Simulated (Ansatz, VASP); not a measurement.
Two plane-wave programs on CsPbBr3

File INCAR:

```
SYSTEM = CsPbBr3
  PREC = Accurate
  ENCUT = 520
  EDIFF = 1E-6
  ISMEAR = 0
  SIGMA = 0.01
  LREAL = .False.
  LASPH = .True.
  NELM = 80
  ALGO = Normal
  ISIF = 2
  LWAVE = .False.
  LCHARG = .True.
  GGA = PE
  LELF = .True.
  LVHAR = .True.
  NBANDS = 30
```

Contents of KPOINTS:

```
regular mesh
0
Gamma
  4 4 4
  0 0 0
```

POSCAR

```
CsPbBr3
1.0
    5.9488060715      0.0000000000      0.0000000000
    0.0000000000      5.9488060715      0.0000000000
    0.0000000000      0.0000000000      5.9488060715
Cs Pb Br
1 1 3
Direct
    0.0000000000      0.0000000000      0.0000000000
    0.5000000000      0.5000000000      0.5000000000
    0.5000000000      0.5000000000      0.0000000000
    0.5000000000      0.0000000000      0.5000000000
    0.0000000000      0.5000000000      0.5000000000
```

Input for Ansatz:

```yaml
crystal:
  lattice:
    - [5.9488060715, 0.0, 0.0]
    - [0.0, 5.9488060715, 0.0]
    - [0.0, 0.0, 5.9488060715]
  atoms:
    - { symbol: Cs, position: [0.0, 0.0, 0.0] }
    - { symbol: Pb, position: [0.5, 0.5, 0.5] }
    - { symbol: Br, position: [0.5, 0.5, 0.0] }
    - { symbol: Br, position: [0.5, 0.0, 0.5] }
    - { symbol: Br, position: [0.0, 0.5, 0.5] }
kpoints:
  mp_grid: { grid: [4, 4, 4] }
hamiltonian:
  xc: pbe
scf:
  occupations: { method: fixed }
  n_extra_bands: 5
output:
  forces: true
  stress: true
  eigenvalues: true
```

Alike in both runs: task single point; functional PBE; k mesh 4 × 4 × 4; no spin polarisation.

|  | VASP | Ansatz |
| --- | --- | --- |
| version | VASP 6.6.1 | Ansatz 0.2.0 |
| potentials or method | VASP PAW PBE potentials, release 64 (Cs_sv, Pb_d, Br) | plane waves, PAW |
| plane-wave cutoff (eV) | 520 | 420 |
| occupations | gaussian, width 0.01 eV | fixed |
| valence electrons in the cell | 44 | 44 |

```csv
,VASP,Ansatz,Ansatz less VASP
gap on the k mesh at the Fermi level (eV),1.69,1.68,-0.006
pressure (GPa),0.6,0.6,+0.01
```

Neither program's run includes spin-orbit coupling.
